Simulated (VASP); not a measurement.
# V (P-1) in VASP: single point with PBEsol-based global hybrid with 25 % exact exchange

Aim: the single point of V with PBEsol-based global hybrid with 25 % exact exchange.

Program: VASP 6.6.1. These are calculated values, not measurements. Logs are shortened: lines on timing, memory, paths and dates and some standing lists are left out, and cuts for length are marked.

## 1. The cell of the first run

The typed cell holds 1 atom: a = 2.616 Å, b = 2.700 Å, c = 2.325 Å, α = 111.26°, β = 105.68°, γ = 110.65°.

## 2. Single point, PBEsol-based global hybrid with 25 % exact exchange, collinear spin, ferromagnetic start

Contents of POSCAR:

```
V
1.0
   -1.4317835697      1.6181923483      1.4743063259
    1.5898224517     -1.5403478332      1.5452796565
    1.2549112415      1.3690386919     -1.3990294160
V
1
Direct
    0.0000000000      0.0000000000      0.0000000000
```

Contents of INCAR.step1:

```
SYSTEM = V
PREC = Accurate
ENCUT = 520
EDIFF = 1E-5
ISMEAR = -1
SIGMA = 0.05
LREAL = .FALSE.
LASPH = .TRUE.
NELM = 150
ALGO = Normal
ISIF = 2
LWAVE = .TRUE.
LCHARG = .FALSE.
ISPIN = 2
MAGMOM = 2
LORBIT = 11
LMAXMIX = 4
GGA = PE
NBANDS = 16
KPAR = 4
```

Contents of INCAR.step2:

```
SYSTEM = V
PREC = Accurate
ENCUT = 520
EDIFF = 1E-6
ISMEAR = -1
SIGMA = 0.05
LREAL = .FALSE.
LASPH = .TRUE.
NELM = 150
ALGO = Normal
ISIF = 2
LWAVE = .FALSE.
LCHARG = .FALSE.
ISPIN = 2
MAGMOM = 2
LORBIT = 11
LMAXMIX = 4
GGA = PS
LHFCALC = .TRUE.
AEXX = 0.25
PRECFOCK = Normal
ISTART = 1
NBANDS = 16
KPAR = 4
```

Contents of KPOINTS:

```
regular mesh
0
G
  6 6 7
  0 0 0
```

Potentials or basis: VASP PAW PBE potentials, release 64 (V_sv).

On the command line:

```bash
$ cat potpaw_PBE.64/V_sv/POTCAR > POTCAR
$ cp INCAR.step1 INCAR
$ mpirun -np 4 vasp_std > vasp.out
$ cp INCAR.step2 INCAR
$ mpirun -np 4 vasp_std > vasp.out
```

OUTCAR:

```text
SYSTEM = V
   PREC = Accurate
   ENCUT = 520
   EDIFF = 1E-6
   ISMEAR = -1
   LREAL = .FALSE.
   LASPH = .TRUE.
   NELM = 150
   ISIF = 2
   ISPIN = 2
   LORBIT = 11
   GGA = PS
   LHFCALC = .TRUE.
   AEXX = 0.25
   PRECFOCK = Normal
   ISTART = 1

 ion  position               nearest neighbor table
   1  0.000  0.000  0.000-

  LATTYP: Found a triclinic cell.
 ALAT       =     2.3251564401
 B/A-ratio  =     2.5459600768
 C/A-ratio  =     1.1145677806
 COS(alpha) =     0.0173405146
 COS(beta)  =     0.2467345474
 COS(gamma) =     0.9049965590

  Lattice vectors:

 A1 = (  -1.2549112415,  -1.3690386919,   1.3990294160)
 A2 = (  -3.9416060527,  -1.1198850355,   4.2723651579)
 A3 = (  -1.4129501235,  -1.4468832070,  -1.6205565664)

Analysis of symmetry for initial positions (statically):
=====================================================================
 Subroutine PRICEL returns:
 Original cell was already a primitive cell.

 Routine SETGRP: Setting up the symmetry group for a
 triclinic supercell.

 Subroutine GETGRP returns: Found  2 space group operations
 (whereof  2 operations were pure point group operations)
 out of a pool of  2 trial point group operations.

The static configuration has the point symmetry S_2 .

Analysis of symmetry for dynamics (positions and initial velocities):
=====================================================================
 Subroutine PRICEL returns:
 Original cell was already a primitive cell.

 Routine SETGRP: Setting up the symmetry group for a
 triclinic supercell.

 Subroutine GETGRP returns: Found  2 space group operations
 (whereof  2 operations were pure point group operations)
 out of a pool of  2 trial point group operations.

The dynamic configuration has the point symmetry S_2 .

Analysis of structural, dynamic, and magnetic symmetry:
=====================================================================
 Subroutine PRICEL returns:
 Original cell was already a primitive cell.

 Routine SETGRP: Setting up the symmetry group for a
 triclinic supercell.

 Subroutine GETGRP returns: Found  2 space group operations
 (whereof  2 operations were pure point group operations)
 out of a pool of  2 trial point group operations.

The overall configuration has the point symmetry S_2 .

 Subroutine INISYM returns: Found  2 space group operations
 (whereof  2 operations are pure point group operations),
 and found     1 'primitive' translations

----------------------------------------------------------------------------------------

                                     Primitive cell

  volume of cell :      12.7394

  direct lattice vectors                    reciprocal lattice vectors
    -1.431783570  1.618192348  1.474306326     0.003096243  0.326812523  0.322583995
     1.589822452 -1.540347833  1.545279656     0.336144506  0.012008704  0.313268538
     1.254911242  1.369038692 -1.399029416     0.374546861  0.357661226 -0.028823465

  length of vectors
     2.615746511  2.699647401  2.325156440     0.459212855  0.459646076  0.518688439

  position of ions in fractional coordinates (direct lattice)
     0.000000000  0.000000000  0.000000000

  ion indices of the primitive-cell ions
   primitive index   ion index
                 1           1

----------------------------------------------------------------------------------------

 KPOINTS: regular mesh

Automatic generation of k-mesh.
 Grid dimensions read from file:
 generate k-points for:    6    6    7

 Generating k-lattice:

  Cartesian coordinates                     Fractional coordinates (reciprocal lattice)
     0.000516040  0.054468754  0.053763999     0.166666667  0.000000000 -0.000000000
     0.056024084  0.002001451  0.052211423     0.000000000  0.166666667 -0.000000000
     0.053506694  0.051094461 -0.004117638    -0.000000000  0.000000000  0.142857143

  Length of vectors
     0.076535476  0.076607679  0.074098348

  Shift w.r.t. Gamma in fractional coordinates (k-lattice)
     0.000000000  0.000000000  0.000000000

 Subroutine IBZKPT returns following result:
 ===========================================

 Found    128 irreducible k-points:

 Following reciprocal coordinates:
            Coordinates               Weight
  0.000000  0.000000  0.000000      1.000000
  0.166667  0.000000 -0.000000      2.000000
  0.333333  0.000000  0.000000      2.000000
  0.500000 -0.000000  0.000000      1.000000
  0.000000  0.166667 -0.000000      2.000000
  0.166667  0.166667  0.000000      2.000000
[... 16 lines left out ...]
  0.333333  0.000000  0.142857      2.000000
  0.500000  0.000000  0.142857      2.000000
 [... further k-points ...]
   k-points           NKPTS =    128   k-points in BZ     NKDIM =    252   number of bands    NBANDS=     16
   number of dos      NEDOS =    301   number of ions     NIONS =      1
   total plane-waves  NPLWV =   7200
   dimension x,y,z NGX =    20 NGY =   20 NGZ =   18
   dimension x,y,z NGXF=    40 NGYF=   40 NGZF=   36
   ions per type =               1
   NGX,Y,Z   is equivalent  to a cutoff of  12.71, 12.32, 12.87 a.u.
   NGXF,Y,Z  is equivalent  to a cutoff of  25.42, 24.63, 25.74 a.u.
 SYSTEM =  V
   PREC   = accura    normal or accurate (medium, high low for compatibility)
   ISTART =      1    job   : 0-new  1-cont  2-samecut
   ICHARG =      0    charge: 1-file 2-atom 10-const
   ISPIN  =      2    spin polarized calculation?
   LNONCOLLINEAR =      F non collinear calculations
   LSORBIT =      F    spin-orbit coupling
   LASPH  =      T    aspherical Exc in radial PAW
   ENCUT  =  520.0 eV  38.22 Ry    6.18 a.u.   4.86  5.02  4.32*2*pi/ulx,y,z
   NELM   =    150;   NELMIN=  2; NELMDL=  0     # of ELM steps
   EDIFF  = 0.1E-05   stopping-criterion for ELM
   LREAL  =      F    real-space projection
   EDIFFG = 0.1E-04   stopping-criterion for IOM
   NSW    =      0    number of steps for IOM
   IBRION =     -1    ionic relax: 0-MD 1-quasi-New 2-CG
   NFREE  =      0    steps in history (QN), initial steepest desc. (CG)
   ISIF   =      2    stress and relaxation
   ISYM   =      3    0-nonsym 1-usesym 2-fastsym
   POTIM  = 0.5000    time-step for ionic-motion
   TEBEG  =    0.0;   TEEND  =   0.0 temperature during run
   PSTRESS=    0.0 pullay stress
   NELECT =      13.0000    total number of electrons
   NUPDOWN=      -1.0000    fix difference up-down
   EMIN   =  10.00;   EMAX   =-10.00  energy-range for DOS
   EFERMI =   0.00;   METHOD = LEGACY
   ISMEAR =    -1;   SIGMA  =   0.05  broadening in eV -4-tet -1-fermi 0-gaus
   EFERMI_NEDOS =   21; number of points for ismear=-14 and -15
   IALGO  =     38    algorithm
   IMIX   =      1    mixing-type and parameters
     AMIX     =   0.40;   BMIX     =  1.00
     AMIX_MAG =   1.60;   BMIX_MAG =  1.00
  volume/ion in A,a.u.               =      12.74        85.97
  Fermi-wavevector in a.u.,A,eV,Ry     =   1.648186  3.114620 36.960460  2.716517
  Thomas-Fermi vector in A             =   2.737518
   LORBIT       =     11    0 simple, 1 ext, 2 COOP (PROOUT), +10 PAW based schemes
   GGA     = PS    functional components
   LHFCALC =     T    Hartree Fock is set to
   PRECFOCK=normal    Normal, Fast or Accurate (Low or Medium for compatibility)
   ENCUT4O =  -1.0   cutoff for four orbital integrals eV
   NKREDX  =     1    reduce k-point grid by
   NKREDY  =     1    reduce k-point grid by
   NKREDZ  =     1    reduce k-point grid by
   AEXX    =    0.2500 exact exchange contribution
   HFSCREEN=    0.0000 screening length (either q_TF or 0.3 A-1)
   HFSCREENC=   0.0000 screening length for correlation (either q_TF or 0.3 A-1)
   ENCUTFOCK=  -1.0 apply spherical cutoff to Coloumb kernel
   IVDW    =     0    specifies the selected vdW correction
   LEPSILON=     F    determine dielectric tensor
   LRPA    =     F    only Hartree local field effects (RPA)
 spin polarized calculation
  energy-cutoff  :      520.00
  volume of cell :       12.74
 maximum number of plane-waves:       350
  NGX = 16; NGY = 16; NGZ = 14

 number of electron      13.0000008 magnetization       0.0000017

 number of electron      13.0000008 magnetization      -0.0000012

 Free energy of the ion-electron system (eV)
  ---------------------------------------------------
  ext. energy  EPLUGINS =         0.00000000
  ---------------------------------------------------
  free energy    TOTEN  =       -12.51555730 eV

  energy without entropy =      -12.51542592  energy(sigma->0) =      -12.51549161

 E-fermi :  10.3495     XC(G=0): -10.4784

 val. band max:       10.0988823570   @ k =   0.0000   0.1667  -0.0000
 cond. band min:      10.6227272584   @ k =   0.0000  -0.3333   0.2857
 fundamental gap:      0.5238449014
 Fermi energy:        10.3495224348

 spin component 1

 k-point     1 :       0.0000    0.0000    0.0000
  band No.  band energies     occupation
      1     -58.7931      1.00000
      2     -30.5059      1.00000
      3     -30.4578      1.00000
      4     -29.8940      1.00000
      5       1.9040      1.00000
      6       8.4215      1.00000
[... 8 lines left out ...]
     15      39.9702      0.00000
     16      44.3463      0.00000
[... 419 lines left out ...]
 k-point    24 :       0.5000    0.0000    0.1429
  band No.  band energies     occupation
      1     -58.5421      1.00000
      2     -31.3780      1.00000
      3     -30.7211      1.00000
      4     -30.2301      1.00000
      5       6.4093      1.00000
      6       8.7142      1.00000
[... 8 lines left out ...]
     15      40.0216      0.00000
     16      45.8401      0.00000

 [... further k-points ...]

 spin component 2

 k-point     1 :       0.0000    0.0000    0.0000
  band No.  band energies     occupation
      1     -58.7931      1.00000
      2     -30.5059      1.00000
      3     -30.4578      1.00000
      4     -29.8940      1.00000
      5       1.9040      1.00000
      6       8.4215      1.00000
[... 8 lines left out ...]
     15      39.9702      0.00000
     16      44.3463      0.00000
[... 419 lines left out ...]
 k-point    24 :       0.5000    0.0000    0.1429
  band No.  band energies     occupation
      1     -58.5421      1.00000
      2     -31.3780      1.00000
      3     -30.7211      1.00000
      4     -30.2301      1.00000
      5       6.4093      1.00000
      6       8.7142      1.00000
[... 8 lines left out ...]
     15      40.0216      0.00000
     16      45.8401      0.00000

 [... further k-points ...]

------------------------ aborting loop because EDIFF is reached ----------------------------------------

  FORCE on cell =-STRESS in cart. coord.  units (eV):
  Direction    XX          YY          ZZ          XY          YZ          ZX
  --------------------------------------------------------------------------------------
  -------------------------------------------------------------------------------------
  Total        0.0637065     -0.0081087     -0.2544364     -0.1359548      0.1388470      0.1773142
  in kB        8.0120788     -1.0197962    -31.9993109    -17.0984227     17.4621535     22.2999999
  external PRESSURE =      -8.3356761 kB  Pullay stress =       0.0000000 kB

 VOLUME and BASIS-vectors are now :
 -----------------------------------------------------------------------------
  energy-cutoff  :      520.00
  volume of cell :       12.74
      direct lattice vectors                 reciprocal lattice vectors
    -1.431783570  1.618192348  1.474306326     0.003096243  0.326812523  0.322583995
     1.589822452 -1.540347833  1.545279656     0.336144506  0.012008704  0.313268538
     1.254911242  1.369038692 -1.399029416     0.374546861  0.357661226 -0.028823465

 POSITION                                       TOTAL-FORCE (eV/Angst)
 -----------------------------------------------------------------------------------
      0.00000      0.00000      0.00000         0.000000      0.000000     -0.000000
 -----------------------------------------------------------------------------------
    total drift:                                0.000000      0.000000      0.000000

  FREE ENERGIE OF THE ION-ELECTRON SYSTEM (eV)
  ---------------------------------------------------
  free  energy   TOTEN  =       -12.5155572958 eV

  energy  without entropy=      -12.5154259204  energy(sigma->0) =      -12.51549161

 total charge

# of ion       s       p       d       tot
------------------------------------------
    1        2.360   6.260   3.136  11.755

 magnetization (x)

# of ion       s       p       d       tot
------------------------------------------
    1        0.000   0.000  -0.000  -0.000
```

Wall time 52 min (4 MPI ranks of Intel Xeon Platinum 8259CL at 2.50GHz (Skylake/Cascade Lake), shared host); peak memory 0.17 GiB.

Results:

```
Free energy                                           : -12.5156 eV
Pressure                                              : -0.8 GPa
Net moment                                            : 0.00 μB per cell
Valence electrons inside the program's atomic spheres : V 11.76
```

Caveat: the k points lie up to 0.48 Å⁻¹ apart; the moments typed at the start vanished in this run; the PAW data sets were made with another functional, which shifts forces and pressure a little.
